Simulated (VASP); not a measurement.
# Al3Cu2 (P-3m1) in VASP: a series of runs, part 2 of 2

VASP 6.6.1. Earlier steps stand in the parts before.

## (3) Single point, r2SCAN+rVV10

This run uses another cell than the first one, of 14.44 Å³/atom, 0.996 times its volume.

File POSCAR:

```
Al3Cu2
1.0
    4.0926177916      0.0000000000      0.0000000000
   -2.0463088958      3.5443109755      0.0000000000
    0.0000000000      0.0000000000      4.9786743311
Al Cu
3 2
Direct
    0.0000000000      0.0000000000      0.0000000000
    0.3333333333      0.6666666667      0.3504090570
    0.6666666667      0.3333333333      0.6495909430
    0.3333333333      0.6666666667      0.8406154828
    0.6666666667      0.3333333333      0.1593845172
```

File INCAR.step1:

```
SYSTEM = Al3Cu2
ALGO = Normal
EDIFF = 1E-4
ENCUT = 520
GGA = PE
ISMEAR = 0
LASPH = .TRUE.
LCHARG = .FALSE.
LREAL = .FALSE.
LWAVE = .TRUE.
NBANDS = 24
NELM = 80
PREC = Accurate
SIGMA = 0.1
```

File INCAR.step2:

```
SYSTEM = Al3Cu2
ALGO = Normal
BPARAM = 11.95
CPARAM = 0.0093
EDIFF = 1E-6
ENCUT = 520
ISIF = 2
ISMEAR = 0
ISTART = 1
IVDW_NL = 2
LASPH = .TRUE.
LCHARG = .FALSE.
LMIXTAU = .TRUE.
LREAL = .FALSE.
LUSE_VDW = .TRUE.
LWAVE = .FALSE.
METAGGA = R2SCAN
NBANDS = 24
NELM = 80
PREC = Accurate
SIGMA = 0.1
```

File KPOINTS:

```
k-points
0
G
  12 12 8
  0 0 0
```

Potentials or basis: VASP PAW PBE potentials, release 64 (Al, Cu).

On the command line:

```console
> cat potpaw_PBE.64/Al/POTCAR potpaw_PBE.64/Cu/POTCAR > POTCAR
> cp INCAR.step1 INCAR
> mpirun -np 1 vasp_std > vasp.out
> cp INCAR.step2 INCAR
> mpirun -np 1 vasp_std > vasp.out
```

Wall time 10 min (1 thread of Intel Xeon 6975P-C, shared host); peak memory 0.48 GiB.

Results (log left out):

* Free energy: -41.9915 eV
* Pressure: -0.1 GPa
* Largest force: 0.005 eV/Å

Forces on the atoms (eV/Å):
```
Al   0.000  0.000  0.000
Al   0.000  0.000  0.005
Al   0.000  0.000 -0.005
Cu   0.000  0.000 -0.002
Cu   0.000  0.000  0.002
```

Levels at points of the mesh, in eV from the Fermi level:
```tsv
k point	band 13	band 14	band 15	band 16	band 17	band 18
(0.00, 0.00, 0.00)	-3.81	-0.25	-0.25	1.37	1.37	2.89
(0.50, 0.00, 0.00)	-3.30	-3.21	-2.74	-0.78	0.07	0.50
(0.00, 0.00, 0.50)	1.23	1.23	1.33	1.33	1.85	2.52
(0.50, 0.00, 0.50)	-4.30	-3.68	-1.93	-0.22	0.88	1.10
```

Caveat: the PAW data sets were made with another functional, which shifts forces and pressure a little.

## (4) Single point, PBEsol

File INCAR:

```
SYSTEM = Al3Cu2
ALGO     = Fast           ! electronic algorithm
EDIFF    = 1E-6           ! SCF threshold, eV
ENCUT    = 520            ! plane-wave cutoff, eV
GGA      = PS             ! functional
ISIF     = 2              ! what is computed and relaxed
ISMEAR   = 0              ! smearing method
LASPH    = .TRUE.         ! aspherical terms in the spheres
LCHARG   = .FALSE.        ! write CHGCAR
LREAL    = .FALSE.        ! projectors in reciprocal space
LWAVE    = .FALSE.        ! write WAVECAR
NBANDS   = 24             ! bands
NELM     = 100            ! most SCF steps
PREC     = Accurate       ! precision mode
SIGMA    = 0.1            ! smearing width, eV
```

KPOINTS is that of step 3.

File POSCAR:

```
Al3Cu2
1.0
    4.0919516368      0.0000000000      0.0000000000
   -2.0459758184      3.5437340685      0.0000000000
    0.0000000000      0.0000000000      4.9927787000
Al Cu
3 2
Direct
    0.0000000000      0.0000000000      0.0000000000
    0.3333333333      0.6666666667      0.3499253500
    0.6666666667      0.3333333333      0.6500746500
    0.3333333333      0.6666666667      0.8395121300
    0.6666666667      0.3333333333      0.1604878700
```

Potentials or basis: VASP PAW PBE potentials, release 64 (Al, Cu).

On the command line:

```console
> cat potpaw_PBE.64/Al/POTCAR potpaw_PBE.64/Cu/POTCAR > POTCAR
> mpirun -np 1 vasp_std > vasp.out
```

OUTCAR:

```text
SYSTEM = Al3Cu2
   EDIFF = 1E-6
   ENCUT = 520
   GGA = PS
   ISIF = 2
   ISMEAR = 0
   LASPH = .TRUE.
   LREAL = .FALSE.
   NELM = 100
   PREC = Accurate

 ion  position               nearest neighbor table
   1  0.000  0.000  0.000-   4 2.49   5 2.49   4 2.49   5 2.49   5 2.49   4 2.49   2 2.94   3 2.94
                             2 2.94   3 2.94   2 2.94   3 2.94
   2  0.333  0.667  0.350-   4 2.44   5 2.54   5 2.54   5 2.54   4 2.55   3 2.80   3 2.80   3 2.80
                             1 2.94   1 2.94   1 2.94
[... 858 lines left out ...]
  --------------------------------------------------------------------------------------
  -------------------------------------------------------------------------------------
  Total        0.2986018      0.2986018      0.0802904      0.0000000      0.0000000      0.0000000
  in kB        6.6079853      6.6079853      1.7768067      0.0000000      0.0000000      0.0000000
  external PRESSURE =       4.9975924 kB  Pullay stress =       0.0000000 kB

 VOLUME and BASIS-vectors are now :
 -----------------------------------------------------------------------------
  energy-cutoff  :      520.00
  volume of cell :       72.40
      direct lattice vectors                 reciprocal lattice vectors
     4.091951637  0.000000000  0.000000000     0.244382165  0.141094109  0.000000000
    -2.045975818  3.543734069  0.000000000     0.000000000  0.282188217  0.000000000
     0.000000000  0.000000000  4.992778700     0.000000000  0.000000000  0.200289270

 POSITION                                       TOTAL-FORCE (eV/Angst)
 -----------------------------------------------------------------------------------
      0.00000      0.00000      0.00000        -0.000000      0.000000      0.000000
     -0.00000      2.36249      1.74710         0.000000      0.000000      0.031544
      2.04598      1.18124      3.24568        -0.000000      0.000000     -0.031544
     -0.00000      2.36249      4.19150        -0.000000      0.000000      0.061063
      2.04598      1.18124      0.80128        -0.000000     -0.000000     -0.061063
 -----------------------------------------------------------------------------------
    total drift:                               -0.000000      0.000000      0.000000

  FREE ENERGIE OF THE ION-ELECTRON SYSTEM (eV)
  ---------------------------------------------------
  free  energy   TOTEN  =       -21.7175663700 eV

  energy  without entropy=      -21.7106035721  energy(sigma->0) =      -21.71408497
```

Run time: 2.6 min. Hardware: 1 thread of Intel Xeon 6975P-C (Granite Rapids), shared host; peak memory 0.32 GiB.

What came out:

```yaml
Free_energy: -21.7176 eV
Pressure: 0.5 GPa
Largest_force: 0.061 eV/Å
```

Forces in eV/Å, atoms in the order of the input:
```
Al   0.000  0.000  0.000
Al   0.000  0.000  0.032
Al   0.000  0.000 -0.032
Cu   0.000  0.000  0.061
Cu   0.000  0.000 -0.061
```

Levels at points of the mesh, in eV from the Fermi level:
| k point | band 12 | band 13 | band 14 | band 15 | band 16 | band 17 | band 18 | band 19 |
| --- | --- | --- | --- | --- | --- | --- | --- | --- |
| (0.00, 0.00, 0.00) | -3.69 | -3.62 | -0.16 | -0.16 | 1.36 | 1.36 | 2.56 | 2.92 |
| (0.50, 0.00, 0.00) | -4.08 | -3.03 | -2.98 | -2.56 | -0.78 | -0.06 | 0.39 | 3.01 |
| (0.00, 0.00, 0.50) | -4.16 | 1.21 | 1.21 | 1.35 | 1.35 | 1.80 | 2.44 | 2.44 |
| (0.50, 0.00, 0.50) | -4.20 | -4.12 | -3.52 | -1.74 | -0.16 | 0.77 | 0.96 | 5.13 |

Caveat: the PAW data sets were made with another functional, which shifts forces and pressure a little.

## (5) Single point, PBEsol

File INCAR:

```
PREC     = Accurate       # precision mode
ENCUT    = 520            # plane-wave cutoff, eV
EDIFF    = 1E-6           # SCF threshold, eV
ISMEAR   = 0              # smearing method
SIGMA    = 0.02           # smearing width, eV
LREAL    = F              # projectors in reciprocal space
LASPH    = T              # aspherical terms in the spheres
NELM     = 80             # most SCF steps
ALGO     = Fast           # electronic algorithm
ISIF     = 2              # what is computed and relaxed
LWAVE    = F              # write WAVECAR
LCHARG   = T              # write CHGCAR
GGA      = PS             # functional
LELF     = T              # ELF
LVHAR    = T            
NBANDS   = 24             # bands
```

File KPOINTS:

```
Automatic mesh
0
Gamma
  12 12 8
```

POSCAR is that of step 4.

On the command line:

```console
> cat potpaw_PBE.64/Al/POTCAR potpaw_PBE.64/Cu/POTCAR > POTCAR
> mpirun -np 1 vasp_std > vasp.out
```

It took 3 min on 1 thread of Intel Xeon 6975P-C (Granite Rapids), shared host; peak memory 0.32 GiB.

Results (log left out):

```yaml
Free_energy: -21.7141 eV
Pressure: -1.2 GPa
Largest_force: 0.056 eV/Å
```

Forces on the atoms (eV/Å):
```
Al   0.000  0.000  0.000
Al   0.000  0.000  0.029
Al   0.000  0.000 -0.029
Cu   0.000  0.000  0.056
Cu   0.000  0.000 -0.056
```

Stress tensor (GPa, compression positive):
```
-1.02  0.00  0.00
 0.00 -1.02  0.00
 0.00  0.00 -1.52
```

Levels at points of the mesh, in eV from the Fermi level:
```tsv
k point	band 13	band 14	band 15	band 16	band 17	band 18
(0.00, 0.00, 0.00)	-3.63	-0.17	-0.17	1.35	1.35	2.55
(0.50, 0.00, 0.00)	-3.04	-2.99	-2.57	-0.79	-0.07	0.38
(0.00, 0.00, 0.50)	1.20	1.20	1.34	1.34	1.79	2.43
(0.50, 0.00, 0.50)	-4.13	-3.52	-1.75	-0.17	0.76	0.95
```

Caveat: the PAW data sets were made with another functional, which shifts forces and pressure a little.

## (6) Overview

```csv
level,cell,smearing,gap on the mesh (eV),pressure (GPa),largest force (eV/Å)
PBEsol,"a = 4.099, b = 4.099, c = 4.982 Å, angles 90.0, 90.0, 120.0°, 5 atoms",gaussian 0.1 eV,none,0.4,-
r2SCAN+rVV10,"a = 4.093, b = 4.093, c = 4.979 Å, angles 90.0, 90.0, 120.0°, 5 atoms",gaussian 0.1 eV,none,-0.1,-
PBEsol,"a = 4.092, b = 4.092, c = 4.993 Å, angles 90.0, 90.0, 120.0°, 5 atoms",gaussian 0.1 eV,none,0.5,0.06
PBEsol,"a = 4.092, b = 4.092, c = 4.993 Å, angles 90.0, 90.0, 120.0°, 5 atoms",gaussian 0.02 eV,none,-1.2,0.06
```

Alike in all rows: task single point; potentials or basis VASP PAW PBE potentials, release 64 (Al, Cu); no spin polarisation; k mesh 12 × 12 × 8; cutoff (eV) 520.

Caveats: the PAW data sets were made with another functional, which shifts forces and pressure a little.

Total energies depend on the potentials used, so only differences within one code and one set of settings carry meaning.
